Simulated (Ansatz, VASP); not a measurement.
One calculation of K, two programs

The input INCAR:

```
ALGO = Normal
EDIFF = 1E-7
ENCUT = 520
ISIF = 2
ISMEAR = -1
LASPH = True
LCHARG = False
LREAL = False
LWAVE = False
NBANDS = 10
NELM = 60
PREC = Accurate
SIGMA = 0.08
```

File KPOINTS:

```
k-points
0
Gamma
  12 12 12
```

File POSCAR:

```
K
1.0
    0.0000000000      2.6823540615      2.6823540615
    2.6823540615      0.0000000000      2.6823540615
    2.6823540615      2.6823540615      0.0000000000
K
1
Direct
    0.0000000000      0.0000000000      0.0000000000
```

Input for Ansatz:

```yaml
crystal:
  lattice:
    - [0.0, 2.6823540615, 2.6823540615]
    - [2.6823540615, 0.0, 2.6823540615]
    - [2.6823540615, 2.6823540615, 0.0]
  atoms:
    - { symbol: K, position: [0.0, 0.0, 0.0] }
kpoints:
  mp_grid: { grid: [12, 12, 12] }
scf:
  occupations: { method: fermi_dirac, width: 0.08 }
hamiltonian:
  xc: lda
  pseudopotentials: { kind: all_electron, lapw: { basis_error: 0.001 } }
output:
  forces: true
  stress: true
  eigenvalues: true
  populations: true
```

Change from the starting cell: volume scaled by 0.6, LAPW.

Alike in both runs: task single point; functional LDA; k mesh 12 × 12 × 12; occupations fermi-dirac, width 0.08 eV; no spin polarisation.

|  | VASP | Ansatz |
| --- | --- | --- |
| version | VASP 6.6.1 | Ansatz 0.2.0 |
| potentials or method | VASP PAW LDA potentials, release 64 (K_sv), cutoff 520 eV | all-electron LAPW, scalar-relativistic |

|  | VASP | Ansatz | Ansatz less VASP |
| --- | --- | --- | --- |
| pressure (GPa) | 5.9 | 5.9 | +0.01 |

LDA's correlation is that of Perdew and Zunger in VASP and of Perdew and Wang (1992) in Ansatz. Ansatz ran all-electron here, and VASP with PAW potentials.
